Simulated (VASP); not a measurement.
IrO2 (pbe):

```
Ir O
1.0
     4.50510    0.00000    0.00000
     0.00000    4.50510    0.00000
     0.00000    0.00000    3.15860
Ir O
2 4
Direct
  0.00000 0.00000 0.00000
  0.50000 0.50000 0.50000
  0.30770 0.30770 0.00000
  0.19230 0.80770 0.50000
  0.69230 0.69230 0.00000
  0.80770 0.19230 0.50000
```

```yaml
Program: VASP 6.6.1
Task: relaxation of cell and atoms
Functional: PBE
Potentials_or_basis: VASP PAW PBE potentials, release 64 (Ir, O)
Cutoff: 600 eV
k_mesh: 8 × 8 × 12
Occupations: gaussian, width 0.1 eV
Spin: no spin polarisation
```

At the start: pressure 7.3 GPa; volume 10.68 Å³/atom.

Task: Where does the relaxation end?

Result: Over 10 steps the energy falls by 6.2 meV/atom and the volume is 10.95 Å³/atom (+2.5 %); space group P4_2/mnm (No. 136, to 0.05 Å).

The path:
```csv
step,energy change (eV),largest force (eV/Å),pressure (GPa),volume (Å³)
1,0.0000,0.0938,7.29,64.11
2,0.0784,0.1263,-11.32,68.73
3,-0.0362,0.1079,-0.10,65.72
4,-0.0362,0.1076,0.03,65.69
5,-0.0365,0.0607,0.05,65.73
6,-0.0369,0.0088,0.03,65.71
7,-0.0369,0.0036,-0.07,65.73
8,-0.0369,0.0023,-0.10,65.74
9,-0.0370,0.0035,0.06,65.69
10,-0.0370,0.0012,0.00,65.71
```

Final structure:
```xyz
6
Lattice="4.5393 0.0000 0.0000 0.0000 4.5393 0.0000 0.0000 0.0000 3.1889" Properties=species:S:1:pos:R:3 pbc="T T T"
Ir    0.0000    0.0000    0.0000
Ir    2.2697    2.2697    1.5944
O     1.4004    1.4004    0.0000
O     0.8693    3.6701    1.5944
O     3.1390    3.1390    0.0000
O     3.6701    0.8693    1.5944
```
